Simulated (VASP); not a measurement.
# Tc (P6_3/mmc) in VASP: single point with LDA

Aim: the single point of Tc with LDA.

Everything below comes from runs of VASP 6.6.1. Logs are shortened: lines on timing, memory, paths and dates and some standing lists are left out, and cuts for length are marked.

## Step 1: The cell of the first run

The structure is hexagonal, space group P6_3/mmc (No. 194). Conventional cell: a = 2.709 Å, b = 2.709 Å, c = 4.329 Å, α = 90.00°, β = 90.00°, γ = 120.00°. Tc (site symmetry -6m2) has 12 Tc at 2.67 to 2.71 Å within 3.5 Å.

## Step 2: Single point, LDA

Input file INCAR:

```
SYSTEM = Tc
PREC = Accurate ; ENCUT = 520
EDIFF = 1E-6 ; ISMEAR = 0
SIGMA = 0.05 ; LREAL = .False.
LASPH = .True. ; NELM = 60
ALGO = Normal ; ISIF = 2
LWAVE = .False. ; LCHARG = .True.
LELF = .True. ; LVHAR = .True.
NBANDS = 20
```

Input file KPOINTS:

```
Automatic mesh
0
Gamma
  18 18 10
  0 0 0
```

Input file POSCAR:

```
Tc
1.0
    2.7093835631      0.0000000000      0.0000000000
   -1.3546917815      2.3463949942      0.0000000000
    0.0000000000      0.0000000000      4.3292351734
Tc
2
Direct
    0.3333333333      0.6666666667      0.7500000000
    0.6666666667      0.3333333333      0.2500000000
```

Potentials or basis: VASP PAW LDA potentials, release 64 (Tc_pv).

Launch:

```sh
cat potpaw_LDA.64/Tc_pv/POTCAR > POTCAR
mpirun -np 1 vasp_std > vasp.out
```

OUTCAR:

```text
SYSTEM = Tc
   PREC = Accurate
   ENCUT = 520
   EDIFF = 1E-6
   ISMEAR = 0
   LREAL = .False.
   LASPH = .True.
   NELM = 60
   ISIF = 2

 ion  position               nearest neighbor table
   1  0.333  0.667  0.750-   2 2.67   2 2.67   2 2.67   2 2.67   2 2.67   2 2.67
   2  0.667  0.333  0.250-   1 2.67   1 2.67   1 2.67   1 2.67   1 2.67   1 2.67

  LATTYP: Found a hexagonal cell.
 ALAT       =     2.7093835631
 C/A-ratio  =     1.5978672169

  Lattice vectors:

 A1 = (   2.7093835631,   0.0000000000,   0.0000000000)
 A2 = (  -1.3546917815,   2.3463949942,   0.0000000000)
 A3 = (   0.0000000000,   0.0000000000,   4.3292351734)

Analysis of symmetry for initial positions (statically):
=====================================================================
 Subroutine PRICEL returns:
 Original cell was already a primitive cell.

 Routine SETGRP: Setting up the symmetry group for a
 hexagonal supercell.

 Subroutine GETGRP returns: Found 24 space group operations
 (whereof 12 operations were pure point group operations)
 out of a pool of 24 trial point group operations.

The static configuration has the point symmetry D_3d.
 The point group associated with its full space group is D_6h.

Analysis of symmetry for dynamics (positions and initial velocities):
=====================================================================
 Subroutine PRICEL returns:
 Original cell was already a primitive cell.

 Routine SETGRP: Setting up the symmetry group for a
 hexagonal supercell.

 Subroutine GETGRP returns: Found 24 space group operations
 (whereof 12 operations were pure point group operations)
 out of a pool of 24 trial point group operations.

The dynamic configuration has the point symmetry D_3d.
 The point group associated with its full space group is D_6h.

 Subroutine INISYM returns: Found 24 space group operations
 (whereof 12 operations are pure point group operations),
 and found     1 'primitive' translations

----------------------------------------------------------------------------------------

                                     Primitive cell

  volume of cell :      27.5222

  direct lattice vectors                    reciprocal lattice vectors
     2.709383563  0.000000000  0.000000000     0.369087645  0.213092851  0.000000000
    -1.354691781  2.346394994  0.000000000     0.000000000  0.426185703  0.000000000
     0.000000000  0.000000000  4.329235173     0.000000000  0.000000000  0.230987683

  length of vectors
     2.709383563  2.709383563  4.329235173     0.426185703  0.426185703  0.230987683

[... 79 lines left out ...]
   NELM   =     60;   NELMIN=  2; NELMDL= -5     # of ELM steps
   EDIFF  = 0.1E-05   stopping-criterion for ELM
   LREAL  =      F    real-space projection
   EDIFFG = 0.1E-04   stopping-criterion for IOM
   NSW    =      0    number of steps for IOM
   IBRION =     -1    ionic relax: 0-MD 1-quasi-New 2-CG
   NFREE  =      0    steps in history (QN), initial steepest desc. (CG)
   ISIF   =      2    stress and relaxation
   ISYM   =      2    0-nonsym 1-usesym 2-fastsym
   POTIM  = 0.5000    time-step for ionic-motion
   TEBEG  =    0.0;   TEEND  =   0.0 temperature during run
   PSTRESS=    0.0 pullay stress
   NELECT =      26.0000    total number of electrons
   NUPDOWN=      -1.0000    fix difference up-down
   EMIN   =  10.00;   EMAX   =-10.00  energy-range for DOS
   EFERMI =   0.00;   METHOD = LEGACY
   ISMEAR =     0;   SIGMA  =   0.05  broadening in eV -4-tet -1-fermi 0-gaus
   EFERMI_NEDOS =   21; number of points for ismear=-14 and -15
   IALGO  =     38    algorithm
   IMIX   =      4    mixing-type and parameters
     AMIX     =   0.40;   BMIX     =  1.00
     AMIX_MAG =   1.60;   BMIX_MAG =  1.00
  volume/ion in A,a.u.               =      13.76        92.86
  Fermi-wavevector in a.u.,A,eV,Ry     =   1.606343  3.035549 35.107638  2.580339
  Thomas-Fermi vector in A             =   2.702546
   LORBIT       =      0    0 simple, 1 ext, 2 COOP (PROOUT), +10 PAW based schemes
   GGA     = CA    functional components
   LHFCALC =     F    Hartree Fock is set to
   AEXX    =    0.0000 exact exchange contribution
   IVDW    =     0    specifies the selected vdW correction
   LEPSILON=     F    determine dielectric tensor
   LRPA    =     F    only Hartree local field effects (RPA)
 non-spin polarized calculation
 Gauss-broadening in eV      SIGMA  =   0.05
  energy-cutoff  :      520.00
  volume of cell :       27.52
 maximum number of plane-waves:       764
   NGX = 11   NGY = 11   NGZ = 17

 number of electron      26.0000009 magnetization

 Free energy of the ion-electron system (eV)
  ---------------------------------------------------
  ext. energy  EPLUGINS =         0.00000000
  ---------------------------------------------------
  free energy    TOTEN  =       -23.47527300 eV

  energy without entropy =      -23.47327535  energy(sigma->0) =      -23.47427418

 E-fermi :  13.1539     XC(G=0): -14.2538

 val. band max:       13.1534754951   @ k =   0.4444   0.0000   0.1000
 cond. band min:      13.1602269659   @ k =   0.3333   0.3333   0.0000
 fundamental gap:      0.0067514708
 Fermi energy:        13.1539345012

 k-point     1 :       0.0000    0.0000    0.0000
  band No.  band energies     occupation
      1     -26.1973      2.00000
      2     -24.9207      2.00000
      3     -24.9207      2.00000
      4     -24.7037      2.00000
      5     -24.7037      2.00000
      6     -24.6524      2.00000
[... 541 lines left out ...]
     19      25.1222      0.00000
     20      25.7178      0.00000

 [... further k-points ...]

------------------------ aborting loop because EDIFF is reached ----------------------------------------

  FORCE on cell =-STRESS in cart. coord.  units (eV):
  Direction    XX          YY          ZZ          XY          YZ          ZX
  --------------------------------------------------------------------------------------
  -------------------------------------------------------------------------------------
  Total        0.0358839      0.0358839      0.0148548      0.0000000      0.0000000      0.0000000
  in kB        2.0889444      2.0889444      0.8647609      0.0000000      0.0000000      0.0000000
  external PRESSURE =       1.6808832 kB  Pullay stress =       0.0000000 kB

 VOLUME and BASIS-vectors are now :
 -----------------------------------------------------------------------------
  energy-cutoff  :      520.00
  volume of cell :       27.52
      direct lattice vectors                 reciprocal lattice vectors
     2.709383563  0.000000000  0.000000000     0.369087645  0.213092851  0.000000000
    -1.354691781  2.346394994  0.000000000     0.000000000  0.426185703  0.000000000
     0.000000000  0.000000000  4.329235173     0.000000000  0.000000000  0.230987683

 POSITION                                       TOTAL-FORCE (eV/Angst)
 -----------------------------------------------------------------------------------
     -0.00000      1.56426      3.24693        -0.000000      0.000000      0.000000
      1.35469      0.78213      1.08231         0.000000      0.000000      0.000000
 -----------------------------------------------------------------------------------
    total drift:                               -0.000000      0.000000     -0.000000

  FREE ENERGIE OF THE ION-ELECTRON SYSTEM (eV)
  ---------------------------------------------------
  free  energy   TOTEN  =       -23.4752730039 eV

  energy  without entropy=      -23.4732753514  energy(sigma->0) =      -23.47427418
```

OSZICAR:

```text
N       E                     dE             d eps       ncg     rms          rms(c)
DAV:   1     0.311152271678E+03    0.31115E+03   -0.16550E+04  8920   0.138E+03
DAV:   2    -0.173989137609E+02   -0.32855E+03   -0.32144E+03  9408   0.412E+02
DAV:   3    -0.249627600111E+02   -0.75638E+01   -0.75132E+01 10104   0.738E+01
DAV:   4    -0.250082347246E+02   -0.45475E-01   -0.45471E-01  9792   0.625E+00
DAV:   5    -0.250086702510E+02   -0.43553E-03   -0.43552E-03 10092   0.596E-01    0.218E+01
DAV:   6    -0.236563837634E+02    0.13523E+01   -0.24694E+00  9868   0.150E+01    0.698E+00
DAV:   7    -0.234885653716E+02    0.16782E+00   -0.39611E-01 10092   0.557E+00    0.981E-01
DAV:   8    -0.234752252892E+02    0.13340E-01   -0.11791E-02  9176   0.112E+00    0.672E-02
DAV:   9    -0.234752600015E+02   -0.34712E-04   -0.13210E-04 10140   0.994E-02    0.345E-02
DAV:  10    -0.234752730095E+02   -0.13008E-04   -0.11532E-05  9800   0.274E-02    0.671E-03
DAV:  11    -0.234752730039E+02    0.55165E-08   -0.32118E-07  6076   0.489E-03
   1 F= -.23475273E+02 E0= -.23474274E+02  d E =-.199765E-02
```

It took 73 s on 1 thread of Oxide Virtual Turin-like, shared host; peak memory 0.16 GiB.

Results:

```
Free energy            : -23.4753 eV
Pressure               : 0.2 GPa
Band gap on the k mesh : zero (bands 13 and 14 overlap by 3.63 eV)
```
